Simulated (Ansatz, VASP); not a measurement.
One calculation of TiAl, two programs

POSCAR

```
TiAl
1.0
    3.1790640000      0.0000000000      0.0000000000
    0.0000000000      3.1790640000      0.0000000000
    0.0000000000      0.0000000000      3.1790640000
Ti Al
1 1
Direct
    0.0000000000      0.0000000000      0.0000000000
    0.5000000000      0.5000000000      0.5000000000
```

File INCAR.step1:

```
SYSTEM = TiAl
  ALGO = Normal
  EDIFF = 1E-5
  ENCUT = 440
  GGA = PE
  GGA_COMPAT = .False.
  ISIF = 2
  ISMEAR = -1
  LASPH = .True.
  LREAL = .False.
  LWAVE = .True.
  NBANDS = 14
  NELM = 120
  PREC = Accurate
  SIGMA = 0.15
```

File INCAR.step2:

```
SYSTEM = TiAl
  AEXX = 0.5
  ALGO = Normal
  EDIFF = 1E-6
  ENCUT = 440
  GGA_COMPAT = .False.
  ISIF = 2
  ISMEAR = -1
  ISTART = 1
  LASPH = .True.
  LCHARG = .True.
  LELF = .True.
  LHFCALC = .True.
  LMIXTAU = .True.
  LREAL = .False.
  LVHAR = .True.
  LWAVE = .False.
  METAGGA = R2SCAN
  NBANDS = 14
  NELM = 120
  PREC = Accurate
  PRECFOCK = Normal
  SIGMA = 0.15
```

File KPOINTS:

```
k-points
0
Gamma
  6 6 6
  0 0 0
```

Contents of input.yaml:

```yaml
crystal:
  lattice: { a: 3.179064, b: 3.179064, c: 3.179064, alpha: 90.0, beta: 90.0, gamma: 90.0 }
  space_group: 221
  reduce_to_primitive: true
  atoms:
    - { symbol: Ti, wyckoff: "1a", position: [0.0, 0.0, 0.0] }
    - { symbol: Al, wyckoff: "1b", position: [0.5, 0.5, 0.5] }
hamiltonian:
  xc: r2scan50
  pseudopotentials: { kind: paw }
kpoints:
  mp_grid: { grid: [6, 6, 6] }
scf:
  occupations: { method: fermi_dirac, width: 0.15 }
output:
  forces: true
  stress: true
  eigenvalues: true
  write_density: true
  write_potential: true
  elf: true
  volumetric_format: npy
```

Alike in both runs: functional r2SCAN50; k mesh 6 × 6 × 6; occupations fermi-dirac, width 0.15 eV; no spin polarisation.

```csv
,VASP,Ansatz
version,VASP 6.6.1,Ansatz 0.2.0
potentials or method,"VASP PAW PBE potentials, release 64 (Ti_sv, Al)",Ansatz PAW
plane-wave cutoff (eV),440,500
valence electrons in the cell,15,15
task,single point,electrostatic potential
```

|  | VASP | Ansatz | Ansatz less VASP |
| --- | --- | --- | --- |
| gap on the k mesh at the Fermi level (eV) | none | none | - |
| pressure (GPa) | -5.4 | -4.8 | +0.61 |

VASP's potentials were made for PBE, not for r2SCAN50. A gap of «none» marks a metal or a gap that the smearing closes. The functional is the same, so the differences come from potentials, cutoffs and numerics.
